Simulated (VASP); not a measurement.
A run of VASP 6.6.1 is set up as follows.

Contents of INCAR:

```
SYSTEM = NaCl
PREC = Accurate ; ENCUT = 520
EDIFF = 1E-7 ; ISMEAR = 0
SIGMA = 0.05 ; LREAL = .FALSE.
LASPH = .TRUE. ; NELM = 100
ALGO = Normal ; ISIF = 2
LWAVE = .FALSE. ; LCHARG = .FALSE.
GGA = PE ; NBANDS = 14
```

Contents of KPOINTS:

```
regular mesh
0
G
  8 8 8
  0 0 0
```

The input POSCAR:

```
NaCl
1.0
    0.0000000000      2.8317500000      2.6052100000
    2.8317500000      0.0000000000      2.6052100000
    2.8317500000      2.8317500000      0.0000000000
Na Cl
1 1
Direct
    0.0000000000      0.0000000000      0.0000000000
    0.5000000000      0.5000000000      0.5000000000
```

Potentials or basis: VASP PAW PBE potentials, release 64 (Na_pv, Cl).

Launch:

```bash
$ cat potpaw_PBE.64/Na_pv/POTCAR potpaw_PBE.64/Cl/POTCAR > POTCAR
$ mpirun -np 1 vasp_std > vasp.out
```

(1) What does it give for the pressure?

(2) What does it give for the band gap on the k mesh?

## Answers

(1) 3.6 GPa.

(2) 5.37 eV.

Caveat: the cell differs from its parent crystal (strain +0.000 along x and y, -0.080 along z); the stress differs along the axes, from 2 to 8 GPa.
